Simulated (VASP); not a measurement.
# Mn2RuSe4 (F-43m) in VASP: single point with PBE

Aim: the single point of Mn2RuSe4 with PBE.

Everything below comes from runs of VASP 6.6.1. Logs are shortened: lines on timing, memory, paths and dates and some standing lists are left out, and cuts for length are marked.

## 1. The cell of the first run

It takes space group F-43m (No. 216, cubic). The conventional cell has a = 10.610 Å, b = 10.610 Å, c = 10.610 Å, α = 90.00°, β = 90.00°, γ = 90.00°. Within 5.8 Å of Mn (site symmetry -43m) lie 12 Se at 4.40 Å and 4 Mn at 4.59 Å and 6 Ru at 5.30 Å. Mn (site symmetry -43m) has 4 Se at 2.29 Å within 3.0 Å. Ru (site symmetry -43m) has 4 Se at 2.30 Å within 3.0 Å. Within 3.0 Å of Se (site symmetry 3m) lie 1 Mn at 2.29 Å and 1 Ru at 2.30 Å.

The cell was generated, and may not be a known phase.

## 2. Single point, PBE, collinear spin, ferromagnetic start

INCAR

```
PREC = Accurate
ENCUT = 520
EDIFF = 1E-6
ISMEAR = 0
SIGMA = 0.15
LREAL = False
LASPH = True
NELM = 150
ALGO = Normal
ISIF = 2
LWAVE = False
LCHARG = False
ISPIN = 2
MAGMOM = 4 4 1 0 0 0 0
LORBIT = 11
LMAXMIX = 4
GGA = PE
NBANDS = 45
```

KPOINTS

```
regular mesh
0
Gamma
  3 3 3
```

POSCAR

```
Mn2RuSe4
1.0
    0.0000000000      5.3047528592      5.3047528592
    5.3047528592      0.0000000000      5.3047528592
    5.3047528592      5.3047528592      0.0000000000
Mn Ru Se
2 1 4
Direct
    0.5000000000      0.5000000000      0.5000000000
    0.7500000000      0.7500000000      0.7500000000
    0.0000000000      0.0000000000      0.0000000000
    0.8748539354      0.8748539354      0.8748539354
    0.8748539354      0.8748539354      0.3754381939
    0.8748539354      0.3754381939      0.8748539354
    0.3754381939      0.8748539354      0.8748539354
```

Potentials or basis: VASP PAW PBE potentials, release 64 (Mn_pv, Ru_pv, Se).

Run with:

```console
cat potpaw_PBE.64/Mn_pv/POTCAR potpaw_PBE.64/Ru_pv/POTCAR potpaw_PBE.64/Se/POTCAR > POTCAR
mpirun -np 1 vasp_std > vasp.out
```

OUTCAR:

```text
PREC = Accurate
   ENCUT = 520
   EDIFF = 1E-6
   ISMEAR = 0
   LREAL = False
   LASPH = True
   NELM = 150
   ISIF = 2
   ISPIN = 2
   LORBIT = 11
   GGA = PE

 ion  position               nearest neighbor table
   1  0.500  0.500  0.500-
   2  0.750  0.750  0.750-   5 2.29   6 2.29   7 2.29   4 2.29
   3  0.000  0.000  0.000-   4 2.30   5 2.30   6 2.30   7 2.30
   4  0.875  0.875  0.875-   2 2.29   3 2.30
   5  0.875  0.875  0.375-   2 2.29   3 2.30
   6  0.875  0.375  0.875-   2 2.29   3 2.30
   7  0.375  0.875  0.875-   2 2.29   3 2.30

  LATTYP: Found a face centered cubic cell.
 ALAT       =    10.6095057184

  Lattice vectors:

 A1 = (   0.0000000000,   5.3047528592,   5.3047528592)
 A2 = (   5.3047528592,   0.0000000000,   5.3047528592)
 A3 = (   5.3047528592,   5.3047528592,   0.0000000000)

Analysis of symmetry for initial positions (statically):
=====================================================================
 Subroutine PRICEL returns:
 Original cell was already a primitive cell.

 Routine SETGRP: Setting up the symmetry group for a
 face centered cubic supercell.

 Subroutine GETGRP returns: Found 24 space group operations
 (whereof 24 operations were pure point group operations)
 out of a pool of 48 trial point group operations.

The static configuration has the point symmetry T_d .

Analysis of symmetry for dynamics (positions and initial velocities):
=====================================================================
 Subroutine PRICEL returns:
 Original cell was already a primitive cell.

 Routine SETGRP: Setting up the symmetry group for a
 face centered cubic supercell.

 Subroutine GETGRP returns: Found 24 space group operations
 (whereof 24 operations were pure point group operations)
 out of a pool of 48 trial point group operations.

The dynamic configuration has the point symmetry T_d .

Analysis of structural, dynamic, and magnetic symmetry:
=====================================================================
 Subroutine PRICEL returns:
 Original cell was already a primitive cell.

 Routine SETGRP: Setting up the symmetry group for a
 face centered cubic supercell.

 Subroutine GETGRP returns: Found 24 space group operations
 (whereof 24 operations were pure point group operations)
 out of a pool of 48 trial point group operations.

The overall configuration has the point symmetry T_d .

 Subroutine INISYM returns: Found 24 space group operations
[... 122 lines left out ...]
   NGX = 27   NGY = 27   NGZ = 27

 number of electron      64.0000018 magnetization       8.0013429

 Free energy of the ion-electron system (eV)
  ---------------------------------------------------
  ext. energy  EPLUGINS =         0.00000000
  ---------------------------------------------------
  free energy    TOTEN  =       -37.11894318 eV

  energy without entropy =      -37.05488673  energy(sigma->0) =      -37.08691495

 E-fermi :   0.2295     XC(G=0):  -6.6054

 val. band max:        0.1573310437   @ k =   0.3333   0.3333   0.0000
 cond. band min:       0.3676802160   @ k =   0.3333   0.0000   0.0000
 fundamental gap:      0.2103491723
 Fermi energy:         0.2294749927

 spin component 1

 k-point     1 :       0.0000    0.0000    0.0000
  band No.  band energies     occupation
      1     -51.6850      1.00000
      2     -51.6850      1.00000
      3     -51.6850      1.00000
      4     -49.2401      1.00000
      5     -49.2400      1.00000
      6     -49.2400      1.00000
[... 177 lines left out ...]
     43       3.2767      0.00000
     44       3.4614      0.00000
 Fermi energy:         0.2294749927

 spin component 2

 k-point     1 :       0.0000    0.0000    0.0000
  band No.  band energies     occupation
      1     -46.8465      1.00000
      2     -46.8465      1.00000
      3     -46.8465      1.00000
      4     -46.0854      1.00000
      5     -46.0854      1.00000
      6     -46.0854      1.00000
[... 177 lines left out ...]
     43       4.3483      0.00000
     44       4.7622      0.00000
 [bands above 44 left out]

------------------------ aborting loop because EDIFF is reached ----------------------------------------

  FORCE on cell =-STRESS in cart. coord.  units (eV):
  Direction    XX          YY          ZZ          XY          YZ          ZX
  --------------------------------------------------------------------------------------
  -------------------------------------------------------------------------------------
  Total       -0.1010421     -0.1010421     -0.1010421      0.0000000     -0.0000000     -0.0000000
  in kB       -0.5422347     -0.5422347     -0.5422347      0.0000000     -0.0000000     -0.0000000
  external PRESSURE =      -0.5422347 kB  Pullay stress =       0.0000000 kB

 VOLUME and BASIS-vectors are now :
 -----------------------------------------------------------------------------
  energy-cutoff  :      520.00
  volume of cell :      298.56
      direct lattice vectors                 reciprocal lattice vectors
     0.000000000  5.304752859  5.304752859    -0.094255098  0.094255098  0.094255098
     5.304752859  0.000000000  5.304752859     0.094255098 -0.094255098  0.094255098
     5.304752859  5.304752859  0.000000000     0.094255098  0.094255098 -0.094255098

 POSITION                                       TOTAL-FORCE (eV/Angst)
 -----------------------------------------------------------------------------------
      5.30475      5.30475      5.30475        -0.000000     -0.000000     -0.000000
      7.95713      7.95713      7.95713        -0.000000      0.000000     -0.000000
      0.00000      0.00000      0.00000         0.000000      0.000000     -0.000000
      9.28177      9.28177      9.28177         0.017453      0.017453      0.017453
      6.63249      6.63249      9.28177        -0.017453     -0.017453      0.017453
      6.63249      9.28177      6.63249        -0.017453      0.017453     -0.017453
      9.28177      6.63249      6.63249         0.017453     -0.017453     -0.017453
 -----------------------------------------------------------------------------------
    total drift:                                0.000002      0.000002      0.000001

  FREE ENERGIE OF THE ION-ELECTRON SYSTEM (eV)
  ---------------------------------------------------
  free  energy   TOTEN  =       -37.1189431791 eV

  energy  without entropy=      -37.0548867283  energy(sigma->0) =      -37.08691495

 total charge

# of ion       s       p       d       tot
------------------------------------------
    1        0.345   5.980   4.833  11.158
    2        0.298   6.270   5.154  11.722
    3        0.353   6.274   6.029  12.655
    4        1.459   2.331   0.054   3.845
    5        1.459   2.331   0.054   3.845
    6        1.459   2.331   0.054   3.845
    7        1.459   2.331   0.054   3.845
--------------------------------------------------
tot          6.833  27.849  16.233  50.915

 magnetization (x)

# of ion       s       p       d       tot
------------------------------------------
    1        0.263   0.001   4.438   4.702
    2        0.011   0.020   2.922   2.952
    3        0.005  -0.016  -0.564  -0.575
    4        0.005   0.010   0.005   0.020
    5        0.005   0.010   0.005   0.020
    6        0.005   0.010   0.005   0.020
    7        0.005   0.010   0.005   0.020
--------------------------------------------------
tot          0.300   0.046   6.815   7.161
```

OSZICAR:

```text
N       E                     dE             d eps       ncg     rms          rms(c)
DAV:   1     0.525138459329E+03    0.52514E+03   -0.31682E+04   880   0.122E+03
DAV:   2     0.281000039387E+01   -0.52233E+03   -0.49891E+03   813   0.310E+02
[... 47 lines left out ...]
DAV:  50    -0.371189310070E+02   -0.46761E-04   -0.28092E-05   656   0.241E-02    0.628E-02
DAV:  51    -0.371189210429E+02    0.99641E-05   -0.29990E-05   624   0.871E-03    0.216E-02
DAV:  52    -0.371189450600E+02   -0.24017E-04   -0.12031E-05   656   0.206E-02    0.257E-02
DAV:  53    -0.371189366988E+02    0.83613E-05   -0.14841E-05   584   0.105E-02    0.489E-03
DAV:  54    -0.371189435916E+02   -0.68928E-05   -0.36512E-06   544   0.114E-02    0.115E-03
DAV:  55    -0.371189431791E+02    0.41252E-06   -0.11026E-06   432   0.263E-03
   1 F= -.37118943E+02 E0= -.37086915E+02  d E =-.640565E-01  mag=     8.0013
```

Wall time 8.4 min (1 thread of Intel Xeon Platinum 8488C (Sapphire Rapids), shared host); peak memory 0.63 GiB.

What came out:

```yaml
Free_energy: -37.1189 eV
Pressure: -0.1 GPa
Largest_force: 0.030 eV/Å
Band_gap_on_the_k_mesh: zero (filled and empty bands overlap)
Net_moment: 8.00 μB per cell
Site_moments: Mn +4.70, +2.95; Ru -0.57; Se +0.02 μB
Valence_electrons_inside_the_program's_atomic_spheres: Mn 11.16, 11.72; Ru 12.65; Se 3.85
```

Forces in eV/Å, atoms in the order of the input:
```
Mn   0.000  0.000  0.000
Mn   0.000  0.000  0.000
Ru   0.000  0.000  0.000
Se   0.017  0.017  0.017
Se  -0.017 -0.017  0.017
Se  -0.017  0.017 -0.017
Se   0.017 -0.017 -0.017
```

Levels at points of the mesh, in eV from the Fermi level:
Spin up:
```
           k point  band 33  band 34  band 35  band 36  band 37  band 38  band 39  band 40
(0.00, 0.00, 0.00)    -1.69    -0.76    -0.76    -0.76     0.49     0.49     2.20     2.20
```
Spin down:
| k point | band 24 | band 25 | band 26 | band 27 | band 28 | band 29 | band 30 | band 31 | band 32 | band 33 |
| --- | --- | --- | --- | --- | --- | --- | --- | --- | --- | --- |
| (0.00, 0.00, 0.00) | -1.17 | -0.71 | -0.71 | -0.71 | -0.40 | -0.40 | -0.40 | 0.14 | 0.19 | 0.19 |

Caveat: semilocal functionals often make such compounds metallic where correlation or magnetic order opens a gap, which also shifts bond lengths; the run started ferromagnetic, and an antiferromagnetic order may lie lower in energy.

The gap in the log of VASP goes by the Fermi energy; the results here count the filled bands.